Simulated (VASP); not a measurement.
# GeW4 (Pm-3m) in VASP: single point with PBE

Aim: the single point of GeW4 with PBE.

All numbers are computed with VASP 6.6.1; they aren't measurements. Logs are shortened: lines on timing, memory, paths and dates and some standing lists are left out, and cuts for length are marked.

## 1. The cell of the first run

Symmetry: Pm-3m, No. 221, cubic system. The conventional cell has a = 4.357 Å, b = 4.357 Å, c = 4.357 Å, α = 90.00°, β = 90.00°, γ = 90.00°. Within 4.1 Å of Ge (site symmetry m-3m) lie 20 W at 3.08 to 3.77 Å. Within 2.9 Å of W (site symmetry m-3m) lie 6 W at 2.18 Å. Within 2.9 Å of W (site symmetry 4/mmm) lie 2 W at 2.18 Å.

## 2. Single point, PBE

INCAR

```
SYSTEM = GeW4
ALGO     = Fast           ! electronic algorithm
EDIFF    = 1E-6           ! SCF threshold, eV
ENCUT    = 520            ! plane-wave cutoff, eV
GGA      = PE             ! functional
ISIF     = 2              ! what is computed and relaxed
ISMEAR   = 0              ! smearing method
LASPH    = .TRUE.         ! aspherical terms in the spheres
LCHARG   = .FALSE.        ! write CHGCAR
LREAL    = .FALSE.        ! projectors in reciprocal space
LWAVE    = .FALSE.        ! write WAVECAR
NBANDS   = 43             ! bands
NELM     = 60             ! most SCF steps
PREC     = Accurate       ! precision mode
SIGMA    = 0.1            ! smearing width, eV
```

KPOINTS

```
k-points
0
G
  4 4 4
  0 0 0
```

POSCAR

```
GeW4
1.0
    4.3569590600      0.0000000000      0.0000000000
    0.0000000000      4.3569590600      0.0000000000
    0.0000000000      0.0000000000      4.3569590600
Ge W
1 4
Direct
    0.0000000000      0.0000000000      0.0000000000
    0.5000000000      0.5000000000      0.5000000000
    0.0000000000      0.5000000000      0.5000000000
    0.5000000000      0.0000000000      0.5000000000
    0.5000000000      0.5000000000      0.0000000000
```

Potentials or basis: VASP PAW PBE potentials, release 64 (Ge_d, W_sv).

Started as:

```console
cat potpaw_PBE.64/Ge_d/POTCAR potpaw_PBE.64/W_sv/POTCAR > POTCAR
mpirun -np 1 vasp_std > vasp.out
```

OUTCAR:

```text
SYSTEM = GeW4
   EDIFF = 1E-6
   ENCUT = 520
   GGA = PE
   ISIF = 2
   ISMEAR = 0
   LASPH = .TRUE.
   LREAL = .FALSE.
   NELM = 60
   PREC = Accurate

 ion  position               nearest neighbor table
   1  0.000  0.000  0.000-   3 3.08   4 3.08   5 3.08   3 3.08   4 3.08   3 3.08   5 3.08   3 3.08
                             4 3.08   5 3.08   4 3.08   5 3.08
   2  0.500  0.500  0.500-   3 2.18   4 2.18   5 2.18   5 2.18   4 2.18   3 2.18
   3  0.000  0.500  0.500-   2 2.18   2 2.18   4 3.08   5 3.08   1 3.08   5 3.08   1 3.08   4 3.08
                             1 3.08   1 3.08   4 3.08   5 3.08   5 3.08   4 3.08
   4  0.500  0.000  0.500-   2 2.18   2 2.18   3 3.08   5 3.08   1 3.08   5 3.08   1 3.08   3 3.08
                             5 3.08   5 3.08   1 3.08   3 3.08   1 3.08   3 3.08
   5  0.500  0.500  0.000-   2 2.18   2 2.18   3 3.08   4 3.08   1 3.08   3 3.08   4 3.08   1 3.08
                             4 3.08   4 3.08   1 3.08   3 3.08   3 3.08   1 3.08

  LATTYP: Found a simple cubic cell.
 ALAT       =     4.3569590600

  Lattice vectors:

 A1 = (   4.3569590600,   0.0000000000,   0.0000000000)
 A2 = (   0.0000000000,   4.3569590600,   0.0000000000)
 A3 = (   0.0000000000,   0.0000000000,   4.3569590600)

Analysis of symmetry for initial positions (statically):
=====================================================================
 Subroutine PRICEL returns:
 Original cell was already a primitive cell.

 Routine SETGRP: Setting up the symmetry group for a
 simple cubic supercell.

 Subroutine GETGRP returns: Found 48 space group operations
 (whereof 48 operations were pure point group operations)
 out of a pool of 48 trial point group operations.

The static configuration has the point symmetry O_h .

Analysis of symmetry for dynamics (positions and initial velocities):
=====================================================================
 Subroutine PRICEL returns:
 Original cell was already a primitive cell.

 Routine SETGRP: Setting up the symmetry group for a
 simple cubic supercell.

 Subroutine GETGRP returns: Found 48 space group operations
 (whereof 48 operations were pure point group operations)
 out of a pool of 48 trial point group operations.

The dynamic configuration has the point symmetry O_h .

 Subroutine INISYM returns: Found 48 space group operations
 (whereof 48 operations are pure point group operations),
 and found     1 'primitive' translations

----------------------------------------------------------------------------------------

                                     Primitive cell

  volume of cell :      82.7086

  direct lattice vectors                    reciprocal lattice vectors
     4.356959060  0.000000000  0.000000000     0.229517878  0.000000000  0.000000000
     0.000000000  4.356959060  0.000000000     0.000000000  0.229517878  0.000000000
     0.000000000  0.000000000  4.356959060     0.000000000  0.000000000  0.229517878

  length of vectors
     4.356959060  4.356959060  4.356959060     0.229517878  0.229517878  0.229517878

  position of ions in fractional coordinates (direct lattice)
     0.000000000  0.000000000  0.000000000
     0.500000000  0.500000000  0.500000000
     0.000000000  0.500000000  0.500000000
     0.500000000  0.000000000  0.500000000
     0.500000000  0.500000000  0.000000000

  ion indices of the primitive-cell ions
   primitive index   ion index
                 1           1
                 2           2
                 3           3
                 4           4
                 5           5

----------------------------------------------------------------------------------------

 KPOINTS: k-points

Automatic generation of k-mesh.
 Grid dimensions read from file:
 generate k-points for:    4    4    4

 Generating k-lattice:

  Cartesian coordinates                     Fractional coordinates (reciprocal lattice)
     0.057379470  0.000000000  0.000000000     0.250000000  0.000000000  0.000000000
     0.000000000  0.057379470  0.000000000     0.000000000  0.250000000  0.000000000
     0.000000000  0.000000000  0.057379470     0.000000000  0.000000000  0.250000000

  Length of vectors
     0.057379470  0.057379470  0.057379470

  Shift w.r.t. Gamma in fractional coordinates (k-lattice)
     0.000000000  0.000000000  0.000000000

 Subroutine IBZKPT returns following result:
 ===========================================

 Found     10 irreducible k-points:

 Following reciprocal coordinates:
            Coordinates               Weight
  0.000000  0.000000  0.000000      1.000000
  0.250000  0.000000  0.000000      6.000000
  0.500000  0.000000  0.000000      3.000000
  0.250000  0.250000  0.000000     12.000000
  0.500000  0.250000  0.000000     12.000000
  0.500000  0.500000  0.000000      3.000000
  0.250000  0.250000  0.250000      8.000000
  0.500000  0.250000  0.250000     12.000000
  0.500000  0.500000  0.250000      6.000000
  0.500000  0.500000  0.500000      1.000000
   k-points           NKPTS =     10   k-points in BZ     NKDIM =     10   number of bands    NBANDS=     43
   number of dos      NEDOS =    301   number of ions     NIONS =      5
   total plane-waves  NPLWV =  32768
   dimension x,y,z NGX =    32 NGY =   32 NGZ =   32
   dimension x,y,z NGXF=    64 NGYF=   64 NGZF=   64
   ions per type =               1   4
   NGX,Y,Z   is equivalent  to a cutoff of  12.21, 12.21, 12.21 a.u.
   NGXF,Y,Z  is equivalent  to a cutoff of  24.42, 24.42, 24.42 a.u.
 SYSTEM =  GeW4
   PREC   = accura    normal or accurate (medium, high low for compatibility)
   ISTART =      0    job   : 0-new  1-cont  2-samecut
   ICHARG =      2    charge: 1-file 2-atom 10-const
   ISPIN  =      1    spin polarized calculation?
   LNONCOLLINEAR =      F non collinear calculations
   LSORBIT =      F    spin-orbit coupling
   LASPH  =      T    aspherical Exc in radial PAW
   ENCUT  =  520.0 eV  38.22 Ry    6.18 a.u.   8.10  8.10  8.10*2*pi/ulx,y,z
   NELM   =     60;   NELMIN=  2; NELMDL= -5     # of ELM steps
   EDIFF  = 0.1E-05   stopping-criterion for ELM
   LREAL  =      F    real-space projection
   EDIFFG = 0.1E-04   stopping-criterion for IOM
   NSW    =      0    number of steps for IOM
   IBRION =     -1    ionic relax: 0-MD 1-quasi-New 2-CG
   NFREE  =      0    steps in history (QN), initial steepest desc. (CG)
   ISIF   =      2    stress and relaxation
   ISYM   =      2    0-nonsym 1-usesym 2-fastsym
   POTIM  = 0.5000    time-step for ionic-motion
   TEBEG  =    0.0;   TEEND  =   0.0 temperature during run
   PSTRESS=    0.0 pullay stress
   NELECT =      70.0000    total number of electrons
   NUPDOWN=      -1.0000    fix difference up-down
   EMIN   =  10.00;   EMAX   =-10.00  energy-range for DOS
   EFERMI =   0.00;   METHOD = LEGACY
   ISMEAR =     0;   SIGMA  =   0.10  broadening in eV -4-tet -1-fermi 0-gaus
   EFERMI_NEDOS =   21; number of points for ismear=-14 and -15
   IALGO  =     68    algorithm
   IMIX   =      4    mixing-type and parameters
     AMIX     =   0.40;   BMIX     =  1.00
     AMIX_MAG =   1.60;   BMIX_MAG =  1.00
  volume/ion in A,a.u.               =      16.54       111.63
  Fermi-wavevector in a.u.,A,eV,Ry     =   1.548546  2.926327 32.626687  2.397994
  Thomas-Fermi vector in A             =   2.653481
   LORBIT       =      0    0 simple, 1 ext, 2 COOP (PROOUT), +10 PAW based schemes
   GGA     = PE    functional components
   LHFCALC =     F    Hartree Fock is set to
   AEXX    =    0.0000 exact exchange contribution
   IVDW    =     0    specifies the selected vdW correction
   LEPSILON=     F    determine dielectric tensor
   LRPA    =     F    only Hartree local field effects (RPA)
 non-spin polarized calculation
 RMM-DIIS sequential band-by-band and
 Gauss-broadening in eV      SIGMA  =   0.10
  energy-cutoff  :      520.00
  volume of cell :       82.71
 maximum number of plane-waves:      2272
   NGX = 17   NGY = 17   NGZ = 17

 number of electron      70.0000000 magnetization

 Free energy of the ion-electron system (eV)
  ---------------------------------------------------
  ext. energy  EPLUGINS =         0.00000000
  ---------------------------------------------------
  free energy    TOTEN  =       -40.02105235 eV

  energy without entropy =      -39.99876347  energy(sigma->0) =      -40.00990791

 E-fermi :  10.3518     XC(G=0): -12.8533

 val. band max:       10.2604972622   @ k =   0.5000   0.0000   0.0000
 cond. band min:      10.3897124085   @ k =   0.2500   0.0000   0.0000
 fundamental gap:      0.1292151463
 Fermi energy:        10.3517849531

 k-point     1 :       0.0000    0.0000    0.0000
  band No.  band energies     occupation
      1     -64.6114      2.00000
      2     -64.1083      2.00000
      3     -64.1083      2.00000
      4     -63.2135      2.00000
      5     -31.4026      2.00000
      6     -31.4026      2.00000
[... 35 lines left out ...]
     42      15.2653      0.00000
     43      15.2936      0.00000

 k-point     2 :       0.2500    0.0000    0.0000
  band No.  band energies     occupation
      1     -64.5566      2.00000
      2     -64.1150      2.00000
      3     -64.1083      2.00000
      4     -63.2702      2.00000
      5     -31.3890      2.00000
      6     -31.3890      2.00000
[... 35 lines left out ...]
     42      15.4337      0.00000
     43      15.6309      0.00000

 k-point     3 :       0.5000    0.0000    0.0000
  band No.  band energies     occupation
      1     -64.4944      2.00000
      2     -64.1249      2.00000
      3     -64.1082      2.00000
      4     -63.3308      2.00000
      5     -31.3752      2.00000
      6     -31.3752      2.00000
[... 35 lines left out ...]
     42      13.9310      0.00000
     43      15.1116      0.00000

 k-point     4 :       0.2500    0.2500    0.0000
  band No.  band energies     occupation
      1     -64.4971      2.00000
      2     -64.1166      2.00000
      3     -64.1124      2.00000
      4     -63.3323      2.00000
      5     -31.3754      2.00000
      6     -30.7379      2.00000
[... 35 lines left out ...]
     42      14.0306      0.00000
     43      14.9097      0.00000

 k-point     5 :       0.5000    0.2500    0.0000
  band No.  band energies     occupation
      1     -64.4278      2.00000
      2     -64.1249      2.00000
      3     -64.1138      2.00000
      4     -63.4003      2.00000
      5     -31.3616      2.00000
      6     -30.7119      2.00000
[... 35 lines left out ...]
     42      14.1635      0.00000
     43      14.4387      0.00000

 k-point     6 :       0.5000    0.5000    0.0000
  band No.  band energies     occupation
      1     -64.3467      2.00000
      2     -64.1248      2.00000
      3     -64.1248      2.00000
      4     -63.4787      2.00000
      5     -31.3477      2.00000
      6     -29.1533      2.00000
[... 35 lines left out ...]
     42      13.1372      0.00000
     43      13.1385      0.00000

 k-point     7 :       0.2500    0.2500    0.2500
  band No.  band energies     occupation
      1     -64.4315      2.00000
      2     -64.1166      2.00000
      3     -64.1166      2.00000
      4     -63.4021      2.00000
      5     -30.7323      2.00000
      6     -30.7018      2.00000
[... 35 lines left out ...]
     42      14.0806      0.00000
     43      14.2648      0.00000

 k-point     8 :       0.5000    0.2500    0.2500
  band No.  band energies     occupation
      1     -64.3526      2.00000
      2     -64.1249      2.00000
      3     -64.1165      2.00000
      4     -63.4811      2.00000
      5     -30.7065      2.00000
      6     -30.6854      2.00000
[... 35 lines left out ...]
     42      12.8400      0.00000
     43      13.8320      0.00000

 k-point     9 :       0.5000    0.5000    0.2500
  band No.  band energies     occupation
      1     -64.2559      2.00000
      2     -64.1249      2.00000
      3     -64.1249      2.00000
      4     -63.5780      2.00000
      5     -30.6799      2.00000
      6     -29.1528      2.00000
[... 35 lines left out ...]
     42      12.2702      0.00000
     43      12.5566      0.00000

 k-point    10 :       0.5000    0.5000    0.5000
  band No.  band energies     occupation
      1     -64.1249      2.00000
      2     -64.1249      2.00000
      3     -64.1249      2.00000
      4     -63.7175      2.00000
      5     -29.1948      2.00000
      6     -29.0677      2.00000
[... 35 lines left out ...]
     42      11.2785      0.00000
     43      11.2837      0.00000

------------------------ aborting loop because EDIFF is reached ----------------------------------------

  FORCE on cell =-STRESS in cart. coord.  units (eV):
  Direction    XX          YY          ZZ          XY          YZ          ZX
  --------------------------------------------------------------------------------------
  -------------------------------------------------------------------------------------
  Total       34.8807995     34.8807995     34.8807995      0.0000000      0.0000000     -0.0000000
  in kB      675.6885747    675.6885747    675.6885747      0.0000000      0.0000000     -0.0000000
  external PRESSURE =     675.6885747 kB  Pullay stress =       0.0000000 kB

 VOLUME and BASIS-vectors are now :
 -----------------------------------------------------------------------------
  energy-cutoff  :      520.00
  volume of cell :       82.71
      direct lattice vectors                 reciprocal lattice vectors
     4.356959060  0.000000000  0.000000000     0.229517878  0.000000000  0.000000000
     0.000000000  4.356959060  0.000000000     0.000000000  0.229517878  0.000000000
     0.000000000  0.000000000  4.356959060     0.000000000  0.000000000  0.229517878

 POSITION                                       TOTAL-FORCE (eV/Angst)
 -----------------------------------------------------------------------------------
      0.00000      0.00000      0.00000         0.000000      0.000000      0.000000
      2.17848      2.17848      2.17848         0.000000      0.000000      0.000000
      0.00000      2.17848      2.17848         0.000000      0.000000      0.000000
      2.17848      0.00000      2.17848         0.000000      0.000000      0.000000
      2.17848      2.17848      0.00000         0.000000      0.000000      0.000000
 -----------------------------------------------------------------------------------
    total drift:                                0.000000     -0.000000     -0.000000

  FREE ENERGIE OF THE ION-ELECTRON SYSTEM (eV)
  ---------------------------------------------------
  free  energy   TOTEN  =       -40.0210523497 eV

  energy  without entropy=      -39.9987634703  energy(sigma->0) =      -40.00990791
```

Run time: 2.1 min. Hardware: 1 thread of Intel Xeon 8259CL, shared host; peak memory 0.19 GiB.

Results:

```yaml
Free_energy: -40.0211 eV
Pressure: 67.6 GPa
Band_gap_on_the_k_mesh: zero (band 35 reaches 10.69 eV, above the bottom of band 36 at 10.08 eV)
```

Levels at points of the mesh, in eV from the Fermi level:
```
           k point  band 31  band 32  band 33  band 34  band 35  band 36  band 37  band 38  band 39  band 40
(0.00, 0.00, 0.00)    -1.40    -1.40    -1.40    -0.15    -0.15    -0.15     0.26     2.57     2.57     2.57
(0.50, 0.00, 0.00)    -2.07    -1.99    -1.72    -1.72    -0.84    -0.09     0.21     0.50     2.21     2.58
(0.50, 0.50, 0.00)    -2.48    -2.48    -2.42    -0.93    -0.43     0.34     0.34     0.63     1.16     1.48
(0.50, 0.50, 0.50)    -2.06    -0.39    -0.39    -0.39    -0.28     0.22     0.22     0.22     0.34     0.34
```

Caveat: the k points lie up to 0.36 Å⁻¹ apart; spin-orbit coupling is left out, which moves the levels of the heavy elements.
